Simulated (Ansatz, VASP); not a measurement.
## Two plane-wave programs on In

```
In
1.0
     0.00000    3.23132    3.23132
     3.23132    0.00000    3.23132
     3.23132    3.23132    0.00000
In
2
Direct
  0.87500 0.87500 0.87500
  0.12500 0.12500 0.12500
```

Change from the starting cell: volume scaled by 1, PAW files.

Alike in both runs: task single point; functional LDA; k mesh 12 × 12 × 12; occupations fermi-dirac, width 0.05 eV; no spin polarisation.

|  | VASP | Ansatz |
| --- | --- | --- |
| version | VASP 6.6.1 | Ansatz 0.2.0 |
| potentials or method | VASP PAW LDA potentials, release 64 (In_d) | PAW with Ansatz's default frozen-core files, scalar-relativistic |
| plane-wave cutoff (eV) | 520 | 420 |
| valence electrons in the cell | 26 | 26 |

|  | VASP | Ansatz | Ansatz less VASP |
| --- | --- | --- | --- |
| pressure (GPa) | 0.0 | 0.0 | -0.04 |

LDA's correlation is that of Perdew and Zunger in VASP and of Perdew and Wang (1992) in Ansatz.
